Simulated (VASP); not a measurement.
# Ta in VASP: notebook

Aim: see how the results for Ta move with the level of theory and the settings. Levels: r2SCAN, PBEsol. Tasks: single point.

Everything below comes from runs of VASP 6.6.1. Logs are shortened: lines on timing, memory, paths and dates and some standing lists are left out, and cuts for length are marked.

### 1 The cell of the first run

It takes space group P6_3/mmc (No. 194, hexagonal). Conventional cell: a = 2.861 Å, b = 2.861 Å, c = 5.096 Å, α = 90.00°, β = 90.00°, γ = 120.00°. Within 3.8 Å of Ta (site symmetry -6m2) lie 12 Ta at 2.86 to 3.04 Å.

### 2 Single point, r2SCAN

Contents of POSCAR:

```
Ta
1.0
    2.8611730502      0.0000000000      0.0000000000
   -1.4305865251      2.4778485461      0.0000000000
    0.0000000000      0.0000000000      5.0964509272
Ta
2
Direct
    0.3333333333      0.6666666667      0.2500000000
    0.6666666667      0.3333333333      0.7500000000
```

Contents of INCAR.step1:

```
SYSTEM = Ta
PREC = Accurate
ENCUT = 520
ISMEAR = -1
SIGMA = 0.05
LREAL = .False.
LASPH = .True.
NELM = 60
NBANDS = 18
GGA = PE
ALGO = Normal
EDIFF = 1E-4
LWAVE = .True.
LCHARG = .False.
```

Contents of INCAR.step2:

```
SYSTEM = Ta
PREC = Accurate
ENCUT = 520
EDIFF = 1E-7
ISMEAR = -1
SIGMA = 0.05
LREAL = .False.
LASPH = .True.
NELM = 60
ALGO = Normal
ISIF = 2
LWAVE = .False.
LCHARG = .True.
METAGGA = R2SCAN
LMIXTAU = .True.
LELF = .True.
LVHAR = .True.
NBANDS = 18
ISTART = 1
```

Contents of KPOINTS:

```
Automatic mesh
0
Gamma
  11 11 5
  0 0 0
```

Potentials or basis: VASP PAW PBE potentials, release 64 (Ta_pv).

Started as:

```
> cat potpaw_PBE.64/Ta_pv/POTCAR > POTCAR
> cp INCAR.step1 INCAR
> mpirun -np 1 vasp_std > vasp.out
> cp INCAR.step2 INCAR
> mpirun -np 1 vasp_std > vasp.out
```

OUTCAR:

```text
SYSTEM = Ta
   PREC = Accurate
   ENCUT = 520
   EDIFF = 1E-7
   ISMEAR = -1
   LREAL = .False.
   LASPH = .True.
   NELM = 60
   ISIF = 2
   METAGGA = R2SCAN
   ISTART = 1

 ion  position               nearest neighbor table
   1  0.333  0.667  0.250-   2 3.04   2 3.04   2 3.04   2 3.04   2 3.04   2 3.04
   2  0.667  0.333  0.750-   1 3.04   1 3.04   1 3.04   1 3.04   1 3.04   1 3.04

  LATTYP: Found a hexagonal cell.
 ALAT       =     2.8611730502
 C/A-ratio  =     1.7812452577

  Lattice vectors:

 A1 = (   2.8611730502,   0.0000000000,   0.0000000000)
 A2 = (  -1.4305865251,   2.4778485461,   0.0000000000)
 A3 = (   0.0000000000,   0.0000000000,   5.0964509272)

Analysis of symmetry for initial positions (statically):
=====================================================================
 Subroutine PRICEL returns:
 Original cell was already a primitive cell.

 Routine SETGRP: Setting up the symmetry group for a
 hexagonal supercell.

 Subroutine GETGRP returns: Found 24 space group operations
 (whereof 12 operations were pure point group operations)
 out of a pool of 24 trial point group operations.

The static configuration has the point symmetry D_3d.
 The point group associated with its full space group is D_6h.

Analysis of symmetry for dynamics (positions and initial velocities):
=====================================================================
 Subroutine PRICEL returns:
 Original cell was already a primitive cell.

 Routine SETGRP: Setting up the symmetry group for a
 hexagonal supercell.

 Subroutine GETGRP returns: Found 24 space group operations
 (whereof 12 operations were pure point group operations)
 out of a pool of 24 trial point group operations.

The dynamic configuration has the point symmetry D_3d.
 The point group associated with its full space group is D_6h.

 Subroutine INISYM returns: Found 24 space group operations
 (whereof 12 operations are pure point group operations),
 and found     1 'primitive' translations

----------------------------------------------------------------------------------------

                                     Primitive cell

  volume of cell :      36.1316
[... 81 lines left out ...]
   ISTART =      1    job   : 0-new  1-cont  2-samecut
   ICHARG =      0    charge: 1-file 2-atom 10-const
   ISPIN  =      1    spin polarized calculation?
   LNONCOLLINEAR =      F non collinear calculations
   LSORBIT =      F    spin-orbit coupling
   LASPH  =      T    aspherical Exc in radial PAW
   ENCUT  =  520.0 eV  38.22 Ry    6.18 a.u.   5.32  5.32  9.48*2*pi/ulx,y,z
   NELM   =     60;   NELMIN=  2; NELMDL=  0     # of ELM steps
   EDIFF  = 0.1E-06   stopping-criterion for ELM
   LREAL  =      F    real-space projection
   EDIFFG = 0.1E-05   stopping-criterion for IOM
   NSW    =      0    number of steps for IOM
   IBRION =     -1    ionic relax: 0-MD 1-quasi-New 2-CG
   NFREE  =      0    steps in history (QN), initial steepest desc. (CG)
   ISIF   =      2    stress and relaxation
   ISYM   =      2    0-nonsym 1-usesym 2-fastsym
   POTIM  = 0.5000    time-step for ionic-motion
   TEBEG  =    0.0;   TEEND  =   0.0 temperature during run
   PSTRESS=    0.0 pullay stress
   NELECT =      22.0000    total number of electrons
   NUPDOWN=      -1.0000    fix difference up-down
   EMIN   =  10.00;   EMAX   =-10.00  energy-range for DOS
   EFERMI =   0.00;   METHOD = LEGACY
   ISMEAR =    -1;   SIGMA  =   0.05  broadening in eV -4-tet -1-fermi 0-gaus
   EFERMI_NEDOS =   21; number of points for ismear=-14 and -15
   IALGO  =     38    algorithm
   IMIX   =      4    mixing-type and parameters
     AMIX     =   0.40;   BMIX     =  1.00
     AMIX_MAG =   1.60;   BMIX_MAG =  1.00
  volume/ion in A,a.u.               =      18.07       121.91
  Fermi-wavevector in a.u.,A,eV,Ry     =   1.387565  2.622119 26.195813  1.925338
  Thomas-Fermi vector in A             =   2.511774
   LORBIT       =      0    0 simple, 1 ext, 2 COOP (PROOUT), +10 PAW based schemes
   METAGGA = R2SCAN    functional components
   LHFCALC =     F    Hartree Fock is set to
   AEXX    =    0.0000 exact exchange contribution
   IVDW    =     0    specifies the selected vdW correction
   LEPSILON=     F    determine dielectric tensor
   LRPA    =     F    only Hartree local field effects (RPA)
 non-spin polarized calculation
  energy-cutoff  :      520.00
  volume of cell :       36.13
 maximum number of plane-waves:       985
 NGX is ok and might be reduce to    24
   NGX = 11   NGY = 11   NGZ = 19

 number of electron      22.0000000 magnetization

 Free energy of the ion-electron system (eV)
  ---------------------------------------------------
  ext. energy  EPLUGINS =         0.00000000
  ---------------------------------------------------
  free energy    TOTEN  =       -96.56214035 eV

  energy without entropy =      -96.54412625  energy(sigma->0) =      -96.55313330

 E-fermi :   5.8205     XC(G=0): -13.7328

 val. band max:        5.8021794856   @ k =   0.2727   0.2727   0.0000
 cond. band min:       5.8381430527   @ k =   0.2727   0.0909   0.4000
 fundamental gap:      0.0359635672
 Fermi energy:         5.8204920256

 k-point     1 :       0.0000    0.0000    0.0000
  band No.  band energies     occupation
      1     -29.9981      2.00000
      2     -29.0135      2.00000
      3     -28.8882      2.00000
      4     -28.8882      2.00000
      5     -28.7919      2.00000
      6     -28.7919      2.00000
[... 481 lines left out ...]
      5     -29.0289      2.00000
      6     -28.9469      2.00000
[... 10 lines left out ...]
     17      11.3956      0.00000
     18      13.1989      0.00000

 [... further k-points ...]

------------------------ aborting loop because EDIFF is reached ----------------------------------------

  FORCE on cell =-STRESS in cart. coord.  units (eV):
  Direction    XX          YY          ZZ          XY          YZ          ZX
  --------------------------------------------------------------------------------------
  -------------------------------------------------------------------------------------
  Total        1.0898642      1.0898642      1.3091722      0.0000000     -0.0000000      0.0000000
  in kB       48.3277111     48.3277111     58.0524578      0.0000000     -0.0000000      0.0000000
  external PRESSURE =      51.5692933 kB  Pullay stress =       0.0000000 kB

 VOLUME and BASIS-vectors are now :
 -----------------------------------------------------------------------------
  energy-cutoff  :      520.00
  volume of cell :       36.13
      direct lattice vectors                 reciprocal lattice vectors
     2.861173050  0.000000000  0.000000000     0.349506997  0.201787959  0.000000000
    -1.430586525  2.477848546  0.000000000     0.000000000  0.403575917  0.000000000
     0.000000000  0.000000000  5.096450927     0.000000000  0.000000000  0.196214977

 POSITION                                       TOTAL-FORCE (eV/Angst)
 -----------------------------------------------------------------------------------
     -0.00000      1.65190      1.27411        -0.000000      0.000000      0.000000
      1.43059      0.82595      3.82234         0.000000     -0.000000      0.000000
 -----------------------------------------------------------------------------------
    total drift:                                0.000000     -0.000000      0.000000

  FREE ENERGIE OF THE ION-ELECTRON SYSTEM (eV)
  ---------------------------------------------------
  free  energy   TOTEN  =       -96.5621403480 eV

  energy  without entropy=      -96.5441262472  energy(sigma->0) =      -96.55313330
```

OUTCAR.step1:

```text
SYSTEM = Ta
   PREC = Accurate
   ENCUT = 520
   ISMEAR = -1
   LREAL = .False.
   LASPH = .True.
[... 728 lines left out ...]
     -0.00000      1.65190      1.27411        -0.000000     -0.000000      0.000000
      1.43059      0.82595      3.82234         0.000000      0.000000      0.000000
 -----------------------------------------------------------------------------------
    total drift:                                0.000000     -0.000000      0.000000

  FREE ENERGIE OF THE ION-ELECTRON SYSTEM (eV)
  ---------------------------------------------------
  free  energy   TOTEN  =       -23.0593000301 eV

  energy  without entropy=      -23.0421139263  energy(sigma->0) =      -23.05070698
```

OSZICAR.step1:

```text
N       E                     dE             d eps       ncg     rms          rms(c)
DAV:   1     0.171626298468E+03    0.17163E+03   -0.12935E+04  1728   0.128E+03
DAV:   2    -0.195636899721E+02   -0.19119E+03   -0.18812E+03  2082   0.355E+02
DAV:   3    -0.238935415863E+02   -0.43299E+01   -0.42411E+01  2072   0.505E+01
DAV:   4    -0.239266631266E+02   -0.33122E-01   -0.33061E-01  1964   0.455E+00
DAV:   5    -0.239269310148E+02   -0.26789E-03   -0.26787E-03  1960   0.374E-01    0.189E+01
DAV:   6    -0.232736843053E+02    0.65325E+00   -0.67496E-01  1892   0.735E+00    0.934E+00
DAV:   7    -0.230618819354E+02    0.21180E+00   -0.62029E-01  1974   0.669E+00    0.497E-01
DAV:   8    -0.230593055210E+02    0.25764E-02   -0.99747E-03  1924   0.884E-01    0.134E-01
DAV:   9    -0.230593000301E+02    0.54910E-05   -0.24479E-04  1908   0.135E-01
   1 F= -.23059300E+02 E0= -.23050707E+02  d E =-.171861E-01
```

Run time: 70 s. Hardware: 1 thread of Intel Xeon Platinum 8488C (Sapphire Rapids), shared host; peak memory 0.17 GiB.

What came out:

* Free energy: -96.5621 eV
* Pressure: 5.2 GPa
* Band gap on the k mesh: zero (band 11 reaches 6.75 eV, above the bottom of band 12 at 5.17 eV)

Stress tensor (GPa, compression positive):
```
4.83 0.00 0.00
0.00 4.83 0.00
0.00 0.00 5.81
```

Levels at points of the mesh, in eV from the Fermi level:
| k point | band 7 | band 8 | band 9 | band 10 | band 11 | band 12 | band 13 | band 14 | band 15 | band 16 |
| --- | --- | --- | --- | --- | --- | --- | --- | --- | --- | --- |
| (0.00, 0.00, 0.00) | -8.82 | -5.34 | -0.69 | -0.29 | 0.65 | 0.65 | 1.27 | 1.27 | 3.34 | 3.34 |

Caveat: the PAW data sets were made with another functional, which shifts forces and pressure a little; spin-orbit coupling is left out, which moves the levels of the heavy elements.

### 3 Single point, r2SCAN

This run uses another cell than the first one, of 19.57 Å³/atom, 1.083 times its volume.

Contents of POSCAR:

```
Ta
1.0
    2.9385392399      0.0000000000      0.0000000000
   -1.4692696200      2.5448496318      0.0000000000
    0.0000000000      0.0000000000      5.2342590858
Ta
2
Direct
    0.3333333333      0.6666666667      0.2500000000
    0.6666666667      0.3333333333      0.7500000000
```

Contents of INCAR.step1:

```
ALGO     = Normal         # electronic algorithm
EDIFF    = 1E-4           # SCF threshold, eV
ENCUT    = 520            # plane-wave cutoff, eV
GGA      = PE             # functional
ISMEAR   = -1             # smearing method
LASPH    = T              # aspherical terms in the spheres
LCHARG   = F              # write CHGCAR
LREAL    = F              # projectors in reciprocal space
LWAVE    = T              # write WAVECAR
NBANDS   = 18             # bands
NELM     = 80             # most SCF steps
PREC     = Accurate       # precision mode
SIGMA    = 0.05           # smearing width, eV
```

Contents of INCAR.step2:

```
ALGO     = Normal         # electronic algorithm
EDIFF    = 1E-7           # SCF threshold, eV
ENCUT    = 520            # plane-wave cutoff, eV
ISIF     = 2              # what is computed and relaxed
ISMEAR   = -1             # smearing method
ISTART   = 1            
LASPH    = T              # aspherical terms in the spheres
LCHARG   = T              # write CHGCAR
LELF     = T              # ELF
LMIXTAU  = T            
LREAL    = F              # projectors in reciprocal space
LVHAR    = T            
LWAVE    = F              # write WAVECAR
METAGGA  = R2SCAN         # meta-GGA
NBANDS   = 18             # bands
NELM     = 80             # most SCF steps
PREC     = Accurate       # precision mode
SIGMA    = 0.05           # smearing width, eV
```

Contents of KPOINTS:

```
k-points
0
Gamma
  11 11 5
```

Potentials or basis: VASP PAW PBE potentials, release 64 (Ta_pv).

Started as:

```
> cat potpaw_PBE.64/Ta_pv/POTCAR > POTCAR
> cp INCAR.step1 INCAR
> mpirun -np 1 vasp_std > vasp.out
> cp INCAR.step2 INCAR
> mpirun -np 1 vasp_std > vasp.out
```

OUTCAR:

```text
EDIFF = 1E-7
   ENCUT = 520
   ISIF = 2
   ISMEAR = -1
   ISTART = 1
   LASPH = T
   LREAL = F
   METAGGA = R2SCAN
   NELM = 80
   PREC = Accurate

 ion  position               nearest neighbor table
   1  0.333  0.667  0.250-   2 3.12   2 3.12   2 3.12   2 3.12   2 3.12   2 3.12
   2  0.667  0.333  0.750-   1 3.12   1 3.12   1 3.12   1 3.12   1 3.12   1 3.12

  LATTYP: Found a hexagonal cell.
 ALAT       =     2.9385392399
 C/A-ratio  =     1.7812452578

  Lattice vectors:

 A1 = (   2.9385392399,   0.0000000000,   0.0000000000)
 A2 = (  -1.4692696200,   2.5448496318,   0.0000000000)
 A3 = (   0.0000000000,   0.0000000000,   5.2342590858)

Analysis of symmetry for initial positions (statically):
=====================================================================
 Subroutine PRICEL returns:
 Original cell was already a primitive cell.

 Routine SETGRP: Setting up the symmetry group for a
 hexagonal supercell.

 Subroutine GETGRP returns: Found 24 space group operations
 (whereof 12 operations were pure point group operations)
 out of a pool of 24 trial point group operations.

The static configuration has the point symmetry D_3d.
[... 162 lines left out ...]

 E-fermi :   5.1426     XC(G=0): -13.2759

 val. band max:        5.1370542806   @ k =   0.2727   0.0909   0.4000
 cond. band min:       5.1789062418   @ k =   0.3636   0.1818   0.2000
 fundamental gap:      0.0418519612
 Fermi energy:         5.1425696645

 k-point     1 :       0.0000    0.0000    0.0000
  band No.  band energies     occupation
      1     -30.6871      2.00000
      2     -29.9428      2.00000
      3     -29.8277      2.00000
      4     -29.8277      2.00000
      5     -29.7534      2.00000
      6     -29.7534      2.00000
[... 481 lines left out ...]
      5     -29.9388      2.00000
      6     -29.8737      2.00000
[... 10 lines left out ...]
     17      10.2605      0.00000
     18      11.8290      0.00000

 [... further k-points ...]

------------------------ aborting loop because EDIFF is reached ----------------------------------------

  FORCE on cell =-STRESS in cart. coord.  units (eV):
  Direction    XX          YY          ZZ          XY          YZ          ZX
  --------------------------------------------------------------------------------------
  -------------------------------------------------------------------------------------
  Total       -2.5460481     -2.5460481     -2.1615418      0.0000000     -0.0000000      0.0000000
  in kB     -104.2145484   -104.2145484    -88.4759794      0.0000000     -0.0000000      0.0000000
  external PRESSURE =     -98.9683587 kB  Pullay stress =       0.0000000 kB

 VOLUME and BASIS-vectors are now :
 -----------------------------------------------------------------------------
  energy-cutoff  :      520.00
  volume of cell :       39.14
      direct lattice vectors                 reciprocal lattice vectors
     2.938539240  0.000000000  0.000000000     0.340305137  0.196475263  0.000000000
    -1.469269620  2.544849632  0.000000000     0.000000000  0.392950525  0.000000000
     0.000000000  0.000000000  5.234259086     0.000000000  0.000000000  0.191049007

 POSITION                                       TOTAL-FORCE (eV/Angst)
 -----------------------------------------------------------------------------------
     -0.00000      1.69657      1.30856        -0.000000      0.000000      0.000000
      1.46927      0.84828      3.92569         0.000000     -0.000000      0.000000
 -----------------------------------------------------------------------------------
    total drift:                               -0.000000      0.000000     -0.000000

  FREE ENERGIE OF THE ION-ELECTRON SYSTEM (eV)
  ---------------------------------------------------
  free  energy   TOTEN  =       -96.5088627692 eV

  energy  without entropy=      -96.4885883243  energy(sigma->0) =      -96.49872555
```

It took 66 s on 1 thread of Intel Xeon Platinum 8488C (Sapphire Rapids), shared host; peak memory 0.18 GiB.

Results:

| Item | Value |
| --- | --- |
| Free energy | -96.5089 eV |
| Pressure | -9.9 GPa |
| Band gap on the k mesh | zero (band 11 reaches 5.90 eV, above the bottom of band 12 at 4.47 eV) |

Stress tensor (GPa, compression positive):
```
-10.42   0.00   0.00
  0.00 -10.42   0.00
  0.00   0.00  -8.85
```

Levels at points of the mesh, in eV from the Fermi level:
```csv
k point,band 8,band 9,band 10,band 11,band 12,band 13,band 14,band 15
"(0.00, 0.00, 0.00)",-5.02,-0.54,-0.47,0.69,0.69,1.24,1.24,3.13
```

Caveat: the PAW data sets were made with another functional, which shifts forces and pressure a little; spin-orbit coupling is left out, which moves the levels of the heavy elements.

### 4 Single point, PBEsol

This run uses another cell than the first one, of 18.82 Å³/atom, 1.042 times its volume.

Contents of INCAR:

```
SYSTEM = Ta
PREC = Accurate
ENCUT = 520
EDIFF = 1E-6
ISMEAR = 1
SIGMA = 0.05
LREAL = .FALSE.
LASPH = .TRUE.
NELM = 100
ALGO = Normal
ISIF = 2
LWAVE = .FALSE.
LCHARG = .TRUE.
GGA = PS
LELF = .TRUE.
LVHAR = .TRUE.
NBANDS = 18
```

Contents of KPOINTS:

```
Automatic mesh
0
G
  8 8 4
  0 0 0
```

Contents of POSCAR:

```
Ta
1.0
    2.9003720726      0.0000000000      0.0000000000
   -1.4501860363      2.5117958953      0.0000000000
    0.0000000000      0.0000000000      5.1662740000
Ta
2
Direct
    0.3303170000      0.6724740000      0.2428560000
    0.6626000000      0.3249700000      0.7592610000
```

Started as:

```
> cat potpaw_PBE.64/Ta_pv/POTCAR > POTCAR
> mpirun -np 1 vasp_std > vasp.out
```

Wall time 73 s (1 thread of AMD EPYC 9R45 (Zen 5), shared host); peak memory 0.18 GiB.

The run converged. Its results:

* Free energy: -24.4691 eV
* Pressure: -6.6 GPa
* Largest force: 0.897 eV/Å
* Band gap on the k mesh: zero (band 11 reaches 6.92 eV, above the bottom of band 12 at 4.72 eV)

Forces in eV/Å, atoms in the order of the input:
```
Ta   0.008  0.024  0.896
Ta  -0.008 -0.024 -0.896
```

Stress tensor (GPa, compression positive):
```
-7.01  0.23 -0.04
 0.23 -5.90  0.06
-0.04  0.06 -6.81
```

Levels at points of the mesh, in eV from the Fermi level:
```csv
k point,band 7,band 8,band 9,band 10,band 11,band 12,band 13,band 14,band 15,band 16
"(0.00, 0.00, 0.00)",-8.12,-4.86,-0.56,0.05,0.60,0.65,1.15,1.21,2.93,3.11
"(0.50, 0.00, 0.00)",-4.00,-3.80,-3.26,-0.38,-0.29,0.56,0.89,5.56,6.45,6.76
"(0.00, 0.50, 0.00)",-3.94,-3.81,-3.18,-0.45,-0.43,0.55,0.91,5.56,6.43,6.78
"(0.50, 0.50, 0.00)",-4.04,-3.80,-3.32,-0.34,-0.16,0.58,0.88,5.59,6.47,6.74
"(0.00, 0.00, 0.50)",-6.41,-6.19,-1.37,-0.82,0.63,0.65,0.70,0.73,4.24,4.33
"(0.50, 0.00, 0.50)",-4.29,-4.24,-2.40,-2.06,1.55,1.55,2.35,2.94,5.27,5.85
"(0.00, 0.50, 0.50)",-4.32,-4.27,-2.39,-2.06,1.58,1.59,2.35,2.94,5.31,5.86
"(0.50, 0.50, 0.50)",-4.27,-4.22,-2.40,-2.07,1.52,1.52,2.34,2.94,5.24,5.84
```

Caveat: the PAW data sets were made with another functional, which shifts forces and pressure a little; spin-orbit coupling is left out, which moves the levels of the heavy elements.

### 5 Summary

```tsv
level	cell	k mesh	smearing	gap on the mesh (eV)	pressure (GPa)
r2SCAN	a = 2.861, b = 2.861, c = 5.096 Å, angles 90.0, 90.0, 120.0°, 2 atoms	11 × 11 × 5	fermi-dirac 0.05 eV	none	5.2
r2SCAN	a = 2.939, b = 2.939, c = 5.234 Å, angles 90.0, 90.0, 120.0°, 2 atoms	11 × 11 × 5	fermi-dirac 0.05 eV	none	-9.9
PBEsol	a = 2.900, b = 2.900, c = 5.166 Å, angles 90.0, 90.0, 120.0°, 2 atoms	8 × 8 × 4	methfessel-paxton 0.05 eV	none	-6.6
```

Alike in all rows: task single point; potentials or basis VASP PAW PBE potentials, release 64 (Ta_pv); no spin polarisation; cutoff (eV) 520.

Caveats: the PAW data sets were made with another functional, which shifts forces and pressure a little; spin-orbit coupling is left out, which moves the levels of the heavy elements.

Total energies depend on the potentials used, so only differences within one code and one set of settings carry meaning.
